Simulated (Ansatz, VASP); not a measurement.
Two plane-wave programs on InSb3

INCAR

```
PREC = Accurate
ENCUT = 520
EDIFF = 1E-6
ISMEAR = 0
SIGMA = 0.15
LREAL = False
LASPH = True
NELM = 60
ALGO = Normal
ISIF = 2
LWAVE = False
LCHARG = False
GGA = PE
NBANDS = 22
```

Contents of KPOINTS:

```
regular mesh
0
Gamma
  8 8 8
```

POSCAR

```
InSb3
1.0
    4.6694468200      0.1124036941      0.1124036941
    0.1124036941      4.6694468200      0.1124036941
    0.1124036941      0.1124036941      4.6694468200
In Sb
1 3
Direct
    0.0000000000      0.0000000000      0.0000000000
    0.5000000000      0.0000000000      0.5000000000
    0.0000000000      0.5000000000      0.5000000000
    0.5000000000      0.5000000000      0.0000000000
```

Input for Ansatz:

```yaml
crystal:
  lattice:
    - [4.66944682, 0.1124036941, 0.1124036941]
    - [0.1124036941, 4.66944682, 0.1124036941]
    - [0.1124036941, 0.1124036941, 4.66944682]
  atoms:
    - { symbol: In, position: [0.0, 0.0, 0.0] }
    - { symbol: Sb, position: [0.5, 0.0, 0.5] }
    - { symbol: Sb, position: [0.0, 0.5, 0.5] }
    - { symbol: Sb, position: [0.5, 0.5, 0.0] }
basis:
  ecutwfc: 420
kpoints:
  mp_grid: { grid: [8, 8, 8] }
hamiltonian:
  xc: pbe
  pseudopotentials: { kind: paw, azcp: { folder: soft_1 } }
scf:
  occupations: { method: gaussian, width: 0.15 }
output:
  forces: true
  stress: true
  eigenvalues: true
```

Change from the starting cell: equal engineering shear yz, xz and xy +0.0467, equal normal strain along x, y and z -0.0300.

Alike in both runs: task single point; functional PBE; k mesh 8 × 8 × 8; occupations gaussian, width 0.15 eV; no spin polarisation.

```csv
,VASP,Ansatz
version,VASP 6.6.1,Ansatz 0.2.0
potentials or method,"VASP PAW PBE potentials, release 64 (In_d, Sb), cutoff 520 eV","scalar-relativistic, plane waves, PAW"
valence electrons in the cell,28,58
```

VASP gave:

| Quantity | Value |
| --- | --- |
| gap on the k mesh at the Fermi level (eV) | none |
| pressure (GPa) | 6.1 |
| traceless stress, the component that is largest in VASP (GPa) | -1.28 |

Problem. Which values does Ansatz return?

Solution. gap on the k mesh at the Fermi level (eV): none; pressure (GPa): 6.2; traceless stress, the component that is largest in VASP (GPa): -1.28.

A gap of «none» marks a metal or a gap that the smearing closes. VASP's potentials hold 28 valence electrons a cell and Ansatz's 58, so a difference there can come from the potentials and not from the codes.

Neither program's run includes spin-orbit coupling.
